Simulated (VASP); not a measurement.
# Zn2SnO3 (P6/mmm) in VASP: notebook

Runs on Zn2SnO3. Level: PBE. Tasks: single point, relaxation of cell and atoms.

Everything below comes from runs of VASP 6.6.1. Logs are shortened: lines on timing, memory, paths and dates and some standing lists are left out, and cuts for length are marked.

## 1. The cell of the first run

Symmetry: P6/mmm, No. 191, hexagonal system. The conventional cell has a = 3.744 Å, b = 3.744 Å, c = 8.556 Å, α = 90.00°, β = 90.00°, γ = 120.00°. Within 2.9 Å of Zn (site symmetry -6m2) lie 3 O at 2.16 Å and 3 Zn at 2.16 Å. Within 2.5 Å of Sn (site symmetry 6/mmm) lie 2 O at 1.87 Å. O (site symmetry 6/mmm) has 6 Zn at 2.16 Å and 2 O at 2.40 Å within 2.9 Å. O (site symmetry 6mm) has 1 Sn at 1.87 Å and 1 O at 2.40 Å within 2.5 Å.

The cell was built from a structure type or drawn by symmetry, and may not be a known phase.

## 2. Single point, PBE

The input, INCAR:

```
SYSTEM = Zn2SnO3
ALGO = Normal
EDIFF = 1E-6
ENCUT = 520
GGA = PE
ISIF = 2
ISMEAR = 0
LASPH = .True.
LCHARG = .False.
LREAL = .False.
LWAVE = .False.
NBANDS = 37
NELM = 100
PREC = Accurate
SIGMA = 0.1
```

The input, KPOINTS:

```
k-points
0
Gamma
  6 6 2
  0 0 0
```

The input, POSCAR:

```
Zn2SnO3
1.0
    3.7444783200      0.0000000000      0.0000000000
   -1.8722391600      3.2428133500      0.0000000000
    0.0000000000      0.0000000000      8.5564857900
Zn Sn O
2 1 3
Direct
    0.3333333300      0.6666666700      0.0000000000
    0.6666666700      0.3333333300      0.0000000000
    0.0000000000      0.0000000000      0.5000000000
    0.0000000000      0.0000000000      0.0000000000
    0.0000000000      0.0000000000      0.2808967200
    0.0000000000      0.0000000000      0.7191032800
```

Potentials or basis: VASP PAW PBE potentials, release 64 (Zn, Sn_d, O).

Run with:

```bash
$ cat potpaw_PBE.64/Zn/POTCAR potpaw_PBE.64/Sn_d/POTCAR potpaw_PBE.64/O/POTCAR > POTCAR
$ mpirun -np 1 vasp_std > vasp.out
```

OUTCAR:

```text
SYSTEM = Zn2SnO3
   EDIFF = 1E-6
   ENCUT = 520
   GGA = PE
   ISIF = 2
   ISMEAR = 0
   LASPH = .True.
   LREAL = .False.
   NELM = 100
   PREC = Accurate

 ion  position               nearest neighbor table
   1  0.333  0.667  0.000-   4 2.16   2 2.16   2 2.16   4 2.16   4 2.16   2 2.16
   2  0.667  0.333  0.000-   1 2.16   4 2.16   1 2.16   4 2.16   4 2.16   1 2.16
   3  0.000  0.000  0.500-   5 1.87   6 1.87
   4  0.000  0.000  0.000-   1 2.16   2 2.16   2 2.16   1 2.16   2 2.16   1 2.16
   5  0.000  0.000  0.281-   3 1.87
   6  0.000  0.000  0.719-   3 1.87

  LATTYP: Found a hexagonal cell.
 ALAT       =     3.7444783200
 C/A-ratio  =     2.2850942264

  Lattice vectors:

 A1 = (   3.7444783200,   0.0000000000,   0.0000000000)
 A2 = (  -1.8722391600,   3.2428133500,   0.0000000000)
 A3 = (   0.0000000000,   0.0000000000,   8.5564857900)

Analysis of symmetry for initial positions (statically):
=====================================================================
 Subroutine PRICEL returns:
 Original cell was already a primitive cell.

 Routine SETGRP: Setting up the symmetry group for a
 hexagonal supercell.

 Subroutine GETGRP returns: Found 24 space group operations
 (whereof 24 operations were pure point group operations)
 out of a pool of 24 trial point group operations.

The static configuration has the point symmetry D_6h.

Analysis of symmetry for dynamics (positions and initial velocities):
=====================================================================
 Subroutine PRICEL returns:
 Original cell was already a primitive cell.

 Routine SETGRP: Setting up the symmetry group for a
 hexagonal supercell.

 Subroutine GETGRP returns: Found 24 space group operations
 (whereof 24 operations were pure point group operations)
 out of a pool of 24 trial point group operations.

The dynamic configuration has the point symmetry D_6h.

 Subroutine INISYM returns: Found 24 space group operations
 (whereof 24 operations are pure point group operations),
 and found     1 'primitive' translations

----------------------------------------------------------------------------------------

                                     Primitive cell

  volume of cell :     103.8984

  direct lattice vectors                    reciprocal lattice vectors
     3.744478320  0.000000000  0.000000000     0.267059898  0.154187104  0.000000000
    -1.872239160  3.242813350  0.000000000     0.000000000  0.308374208  0.000000000
     0.000000000  0.000000000  8.556485790     0.000000000  0.000000000  0.116870410

  length of vectors
     3.744478320  3.744478321  8.556485790     0.308374209  0.308374208  0.116870410

  position of ions in fractional coordinates (direct lattice)
     0.333333330  0.666666670  0.000000000
     0.666666670  0.333333330  0.000000000
     0.000000000  0.000000000  0.500000000
     0.000000000  0.000000000  0.000000000
     0.000000000  0.000000000  0.280896720
     0.000000000  0.000000000  0.719103280

  ion indices of the primitive-cell ions
   primitive index   ion index
                 1           1
                 2           2
                 3           3
                 4           4
                 5           5
                 6           6

----------------------------------------------------------------------------------------

 KPOINTS: k-points

Automatic generation of k-mesh.
 Grid dimensions read from file:
 generate k-points for:    6    6    2

 Generating k-lattice:

  Cartesian coordinates                     Fractional coordinates (reciprocal lattice)
     0.044509983  0.025697851  0.000000000     0.166666667  0.000000000  0.000000000
     0.000000000  0.051395701  0.000000000     0.000000000  0.166666667  0.000000000
     0.000000000  0.000000000  0.058435205     0.000000000  0.000000000  0.500000000

  Length of vectors
     0.051395701  0.051395701  0.058435205

  Shift w.r.t. Gamma in fractional coordinates (k-lattice)
     0.000000000  0.000000000  0.000000000

 Subroutine IBZKPT returns following result:
[... 43 lines left out ...]
   NGX = 13   NGY = 13   NGZ = 31

 number of electron      56.0000017 magnetization

 Free energy of the ion-electron system (eV)
  ---------------------------------------------------
  ext. energy  EPLUGINS =         0.00000000
  ---------------------------------------------------
  free energy    TOTEN  =       -19.77766769 eV

  energy without entropy =      -19.75283655  energy(sigma->0) =      -19.76525212

 E-fermi :   2.4529     XC(G=0):  -9.4012

 val. band max:        2.4275350354   @ k =   0.3333  -0.0000   0.0000
 cond. band min:       2.5192150483   @ k =   0.5000  -0.0000   0.0000
 fundamental gap:      0.0916800129
 Fermi energy:         2.4529333648

 k-point     1 :       0.0000    0.0000    0.0000
  band No.  band energies     occupation
      1     -20.0573      2.00000
      2     -19.4549      2.00000
      3     -19.4549      2.00000
      4     -19.1050      2.00000
      5     -19.1050      2.00000
      6     -17.2100      2.00000
[... 29 lines left out ...]
     36      10.2116      0.00000
     37      11.3596      0.00000

 k-point     2 :       0.1667   -0.0000    0.0000
  band No.  band energies     occupation
      1     -20.0529      2.00000
      2     -19.4558      2.00000
      3     -19.4428      2.00000
      4     -19.1105      2.00000
      5     -19.1064      2.00000
      6     -17.1254      2.00000
[... 29 lines left out ...]
     36      10.5127      0.00000
     37      11.1554      0.00000

 k-point     3 :       0.3333   -0.0000    0.0000
  band No.  band energies     occupation
      1     -20.0442      2.00000
      2     -19.4577      2.00000
      3     -19.4184      2.00000
      4     -19.1211      2.00000
      5     -19.1091      2.00000
      6     -16.9556      2.00000
[... 29 lines left out ...]
     36       9.8006      0.00000
     37      10.0977      0.00000
[... 361 lines left out ...]
 k-point    13 :       0.3333    0.1667    0.5000
  band No.  band energies     occupation
      1     -20.0386      2.00000
      2     -19.4498      2.00000
      3     -19.4151      2.00000
      4     -19.1237      2.00000
      5     -19.1131      2.00000
      6     -16.8950      2.00000
[... 29 lines left out ...]
     36      10.1004      0.00000
     37      11.8657      0.00000

 k-point    14 :       0.3333    0.3333    0.5000
  band No.  band energies     occupation
      1     -20.0363      2.00000
      2     -19.4297      2.00000
      3     -19.4297      2.00000
      4     -19.1201      2.00000
      5     -19.1201      2.00000
      6     -16.8585      2.00000
[... 29 lines left out ...]
     36      11.5078      0.00000
     37      11.5078      0.00000

------------------------ aborting loop because EDIFF is reached ----------------------------------------

  FORCE on cell =-STRESS in cart. coord.  units (eV):
  Direction    XX          YY          ZZ          XY          YZ          ZX
  --------------------------------------------------------------------------------------
  -------------------------------------------------------------------------------------
  Total       10.0727038     10.0727038      3.8814105      0.0000000     -0.0000000      0.0000000
  in kB      155.3273523    155.3273524     59.8537619      0.0000000     -0.0000000      0.0000000
  external PRESSURE =     123.5028222 kB  Pullay stress =       0.0000000 kB

 VOLUME and BASIS-vectors are now :
 -----------------------------------------------------------------------------
  energy-cutoff  :      520.00
  volume of cell :      103.90
      direct lattice vectors                 reciprocal lattice vectors
     3.744478320  0.000000000  0.000000000     0.267059898  0.154187104  0.000000000
    -1.872239160  3.242813350  0.000000000     0.000000000  0.308374208  0.000000000
     0.000000000  0.000000000  8.556485790     0.000000000  0.000000000  0.116870410

 POSITION                                       TOTAL-FORCE (eV/Angst)
 -----------------------------------------------------------------------------------
     -0.00000      2.16188      0.00000         0.000000     -0.000000      0.000000
      1.87224      1.08094      0.00000        -0.000000      0.000000      0.000000
      0.00000      0.00000      4.27824         0.000000     -0.000000      0.000000
      0.00000      0.00000      0.00000         0.000000     -0.000000      0.000000
      0.00000      0.00000      2.40349         0.000000      0.000000     -0.147753
      0.00000      0.00000      6.15300         0.000000     -0.000000      0.147753
 -----------------------------------------------------------------------------------
    total drift:                                0.000000      0.000000     -0.000000

  FREE ENERGIE OF THE ION-ELECTRON SYSTEM (eV)
  ---------------------------------------------------
  free  energy   TOTEN  =       -19.7776676867 eV

  energy  without entropy=      -19.7528365525  energy(sigma->0) =      -19.76525212
```

It took 98 s on 1 thread of Intel Xeon Platinum 8259CL at 2.50GHz (Skylake/Cascade Lake), shared host; peak memory 0.23 GiB.

What came out:

```
Free energy            : -19.7777 eV
Pressure               : 12.4 GPa
Largest force          : 0.148 eV/Å
Band gap on the k mesh : zero (bands 28 and 29 overlap by 1.12 eV)
```

Forces in eV/Å, atoms in the order of the input:
```
Zn   0.000  0.000  0.000
Zn   0.000  0.000  0.000
Sn   0.000  0.000  0.000
O    0.000  0.000  0.000
O    0.000  0.000 -0.148
O    0.000  0.000  0.148
```

Levels at points of the mesh, in eV from the Fermi level:
```
           k point  band 26  band 27  band 28  band 29  band 30  band 31
(0.00, 0.00, 0.00)    -2.10    -1.63    -1.63    -0.31     2.17     4.32
(0.50, 0.00, 0.00)    -1.88    -1.80    -0.82     0.07     1.17     1.93
(0.00, 0.00, 0.50)    -2.15    -1.58    -1.58     0.08     2.73     4.32
(0.50, 0.00, 0.50)    -2.41    -1.75    -0.67    -0.11     1.38     1.90
```

Caveat: the k points lie up to 0.37 Å⁻¹ apart, too coarse for converged energies and pressures of a metal; spin-orbit coupling is left out, which moves the levels of the heavy elements.

## 3. Single point, PBE

This run uses another cell than the first one, of 22.41 Å³/atom.

The input, INCAR:

```
ALGO = Normal
EDIFF = 1E-6
ENCUT = 520
GGA = PE
ISIF = 2
ISMEAR = 0
LASPH = True
LCHARG = False
LREAL = False
LWAVE = False
NBANDS = 37
NELM = 100
PREC = Accurate
SIGMA = 0.1
```

The input, KPOINTS:

```
k-points
0
Gamma
  6 6 2
```

The input, POSCAR:

```
Zn2SnO3
1.0
    4.0729438931      0.0000000000      0.0000000000
   -2.0364719465      3.5272728796      0.0000000000
    0.0000000000      0.0000000000      9.3582040152
Zn Sn O
2 1 3
Direct
    0.3333333333      0.6666666667      0.0000000000
    0.6666666667      0.3333333333      0.0000000000
    0.0000000000      0.0000000000      0.5000000000
    0.0000000000      0.0000000000      0.0000000000
    0.0000000000      0.0000000000      0.3013266229
    0.0000000000      0.0000000000      0.6986733771
```

Potentials or basis: VASP PAW PBE potentials, release 64 (Zn, Sn_d, O).

Run with:

```bash
$ cat potpaw_PBE.64/Zn/POTCAR potpaw_PBE.64/Sn_d/POTCAR potpaw_PBE.64/O/POTCAR > POTCAR
$ mpirun -np 1 vasp_std > vasp.out
```

It took 2.3 min on 1 thread of Intel Xeon Platinum 8259CL at 2.50GHz (Skylake/Cascade Lake), shared host; peak memory 0.26 GiB.

Results (log left out):

| Item | Value |
| --- | --- |
| Free energy | -20.7136 eV |
| Pressure | 0.3 GPa |
| Largest force | 0.105 eV/Å |
| Band gap on the k mesh | zero (bands 28 and 29 overlap by 1.32 eV) |

Forces on the atoms (eV/Å):
```
Zn   0.000  0.000  0.000
Zn   0.000  0.000  0.000
Sn   0.000  0.000  0.000
O    0.000  0.000  0.000
O    0.000  0.000 -0.105
O    0.000  0.000  0.105
```

Stress tensor (GPa, compression positive):
```
0.13 0.00 0.00
0.00 0.13 0.00
0.00 0.00 0.63
```

Levels at points of the mesh, in eV from the Fermi level:
```csv
k point,band 26,band 27,band 28,band 29,band 30,band 31
"(0.00, 0.00, 0.00)",-2.18,-1.75,-1.75,-0.28,2.48,4.15
"(0.50, 0.00, 0.00)",-1.86,-1.68,-0.85,0.44,1.04,1.50
"(0.00, 0.00, 0.50)",-2.41,-1.73,-1.73,-0.11,2.89,4.15
"(0.50, 0.00, 0.50)",-1.99,-1.84,-0.78,0.40,1.11,1.49
```

Caveat: spin-orbit coupling is left out, which moves the levels of the heavy elements.

## 4. Relaxation of cell and atoms, PBE

The input, INCAR:

```
ALGO = Normal
EDIFF = 1E-6
EDIFFG = -0.04
ENCUT = 600
GGA = PE
IBRION = 2
ISIF = 3
ISMEAR = 0
LASPH = T
LCHARG = F
LREAL = F
LWAVE = F
NELM = 100
NSW = 90
PREC = Accurate
SIGMA = 0.1
```

KPOINTS is that of step 3.

The input, POSCAR:

```
Zn2SnO3
1.0
    3.7444783200      0.0000000000      0.0000000000
   -1.8722391600      3.2428133500      0.0000000000
    0.0000000000      0.0000000000      8.5564857900
Zn Sn O
2 1 3
Direct
    0.3333333300      0.6666666700      0.0000000000
    0.6666666700      0.3333333300      0.0000000000
    0.0000000000      0.0000000000      0.5000000000
    0.0000000000      0.0000000000      0.0000000000
    0.0000000000      0.0000000000      0.2808967200
    0.0000000000      0.0000000000      0.7191032800
```

Run with:

```bash
$ cat potpaw_PBE.64/Zn/POTCAR potpaw_PBE.64/Sn_d/POTCAR potpaw_PBE.64/O/POTCAR > POTCAR
$ mpirun -np 1 vasp_std > vasp.out
```

Run time: 21 min. Hardware: 1 thread of Intel Xeon Platinum 8259CL at 2.50GHz (Skylake/Cascade Lake), shared host; peak memory 0.27 GiB.

The run converged. Its results:

- Free energy: -20.6946 eV
- Relaxed volume: 22.42 Å³/atom
- Relaxed cell: a = 4.074 Å, b = 4.074 Å, c = 9.361 Å, α = 90.00°, β = 90.00°, γ = 120.00°
- Space group after relaxing (to 0.1 Å): P6/mmm (No. 191)
- Energy gained by relaxing: 152.0 meV/atom
- Ionic steps: 13
- Pressure after relaxing: 0.0 GPa
- Largest force after relaxing: 0.026 eV/Å
- Band gap on the k mesh: zero (bands 28 and 29 overlap by 1.32 eV)

Forces on the atoms (eV/Å):
```
Zn   0.000  0.000  0.000
Zn   0.000  0.000  0.000
Sn   0.000  0.000  0.000
O    0.000  0.000  0.000
O    0.000  0.000  0.026
O    0.000  0.000 -0.026
```

Stress tensor (GPa, compression positive):
```
 0.06  0.00  0.00
 0.00  0.06  0.00
 0.00  0.00 -0.01
```

The path:
| step | energy change (eV) | largest force (eV/Å) | pressure (GPa) | volume (Å³) |
| --- | --- | --- | --- | --- |
| 1 | 0.0000 | 0.1426 | 12.26 | 103.90 |
| 2 | -0.7575 | 1.3387 | -0.98 | 125.04 |
| 3 | -0.7579 | 1.3085 | -0.77 | 124.47 |
| 4 | -0.7683 | 0.9129 | 2.21 | 126.19 |
| 5 | -0.8305 | 0.2890 | 0.60 | 125.41 |
| 6 | -0.8507 | 0.2377 | 0.35 | 126.87 |
| 7 | -0.8865 | 0.0845 | -0.20 | 131.29 |
| 8 | -0.8828 | 0.3699 | -0.58 | 140.33 |
| 9 | -0.8950 | 0.1632 | -0.40 | 135.88 |
| 10 | -0.9011 | 0.4802 | -1.02 | 136.24 |
| 11 | -0.9052 | 0.2382 | -0.80 | 136.11 |
| 12 | -0.9104 | 0.0734 | 0.41 | 133.83 |
| 13 | -0.9118 | 0.0263 | 0.04 | 134.53 |

Final structure:
```
Zn Sn O
1.0
     4.07361    0.00000    0.00000
    -2.03681    3.52785    0.00000
     0.00000    0.00000    9.36118
Zn Sn O
2 1 3
Direct
  0.33333 0.66667 0.00000
  0.66667 0.33333 0.00000
  0.00000 0.00000 0.50000
  0.00000 0.00000 0.00000
  0.00000 0.00000 0.30084
  0.00000 0.00000 0.69916
```

Levels at points of the mesh, in eV from the Fermi level:
```csv
k point,band 24,band 25,band 26,band 27,band 28,band 29,band 30,band 31,band 32,band 33
"(0.00, 0.00, 0.00)",-2.33,-2.33,-2.17,-1.73,-1.73,-0.28,2.49,4.15,4.15,4.56
"(0.50, 0.00, 0.00)",-2.57,-2.30,-1.83,-1.68,-0.85,0.44,1.02,1.50,3.32,3.40
"(0.00, 0.00, 0.50)",-2.57,-2.38,-2.38,-1.71,-1.71,-0.10,2.89,4.15,4.15,4.44
"(0.50, 0.00, 0.50)",-2.59,-2.22,-1.99,-1.82,-0.78,0.40,1.10,1.49,3.32,3.39
```

Caveat: the k points lie up to 0.34 Å⁻¹ apart in the final cell, too coarse for converged energies and pressures of a metal; the volume moved by over 15 % at a fixed basis, so the end points are rough; spin-orbit coupling is left out, which moves the levels of the heavy elements.

## 5. Single point, PBE

This run uses another cell than the first one, of 22.56 Å³/atom.

The input, INCAR:

```
SYSTEM = Zn2SnO3
ALGO = Normal
EDIFF = 1E-6
ENCUT = 520
GGA = PE
ISIF = 2
ISMEAR = 0
LASPH = .TRUE.
LCHARG = .FALSE.
LREAL = .FALSE.
LWAVE = .FALSE.
NBANDS = 37
NELM = 80
PREC = Accurate
SIGMA = 0.1
```

The input, KPOINTS:

```
k-points
0
G
  12 12 4
  0 0 0
```

The input, POSCAR:

```
Zn2SnO3
1.0
    4.0646750915      0.0000000000      0.0000000000
   -2.0323375457      3.5201118874      0.0000000000
    0.0000000000      0.0000000000      9.4588782552
Zn Sn O
2 1 3
Direct
    0.3333333333      0.6666666667      0.0000000000
    0.6666666667      0.3333333333      0.0000000000
    0.0000000000      0.0000000000      0.5000000000
    0.0000000000      0.0000000000      0.0000000000
    0.0000000000      0.0000000000      0.3034192991
    0.0000000000      0.0000000000      0.6965807009
```

Run with:

```bash
$ cat potpaw_PBE.64/Zn/POTCAR potpaw_PBE.64/Sn_d/POTCAR potpaw_PBE.64/O/POTCAR > POTCAR
$ mpirun -np 1 vasp_std > vasp.out
```

It took 7.8 min on 1 thread of Intel Xeon Platinum 8259CL at 2.50GHz (Skylake/Cascade Lake), shared host; peak memory 0.4 GiB.

The run converged. Its results:

| Item | Value |
| --- | --- |
| Free energy | -20.7689 eV |
| Pressure | 0.2 GPa |
| Largest force | 0.089 eV/Å |
| Band gap on the k mesh | zero (bands 28 and 29 overlap by 1.33 eV) |

Forces in eV/Å, atoms in the order of the input:
```
Zn   0.000  0.000  0.000
Zn   0.000  0.000  0.000
Sn   0.000  0.000  0.000
O    0.000  0.000  0.000
O    0.000  0.000 -0.089
O    0.000  0.000  0.089
```

Stress tensor (GPa, compression positive):
```
0.12 0.00 0.00
0.00 0.12 0.00
0.00 0.00 0.31
```

Levels at points of the mesh, in eV from the Fermi level:
```
           k point  band 26  band 27  band 28  band 29  band 30  band 31
(0.00, 0.00, 0.00)    -2.34    -1.73    -1.73    -0.29     2.40     4.03
(0.50, 0.00, 0.00)    -1.85    -1.83    -0.97     0.44     1.04     1.39
(0.00, 0.00, 0.50)    -2.39    -1.72    -1.72    -0.15     2.79     4.03
(0.50, 0.00, 0.50)    -2.13    -1.82    -0.90     0.41     1.10     1.37
```

Caveat: spin-orbit coupling is left out, which moves the levels of the heavy elements.

## 6. Summary

```csv
task,cell,k mesh,cutoff (eV),gap on the mesh (eV),pressure (GPa),largest force (eV/Å)
single point,"a = 3.744, b = 3.744, c = 8.556 Å, angles 90.0, 90.0, 120.0°, 6 atoms, atomic positions A",6 × 6 × 2,520,none,12.4,0.15
single point,"a = 4.073, b = 4.073, c = 9.358 Å, angles 90.0, 90.0, 120.0°, 6 atoms, atomic positions B",6 × 6 × 2,520,none,0.3,0.10
relaxation of cell and atoms,"relaxed from a = 3.744, b = 3.744, c = 8.556 Å, angles 90.0, 90.0, 120.0°, 6 atoms, atomic positions A",6 × 6 × 2,600,none,0.0,0.03
single point,"a = 4.065, b = 4.065, c = 9.459 Å, angles 90.0, 90.0, 120.0°, 6 atoms, atomic positions C",12 × 12 × 4,520,none,0.2,0.09
```

Alike in all rows: level PBE; potentials or basis VASP PAW PBE potentials, release 64 (Zn, Sn_d, O); no spin polarisation; smearing gaussian 0.1 eV.

Caveats: some runs use coarse meshes; spin-orbit coupling is left out, which moves the levels of the heavy elements; the volume moved by over 15 % at a fixed basis, so the end points are rough (at least some runs).

Absolute energies hang on the potentials; compare differences alone.
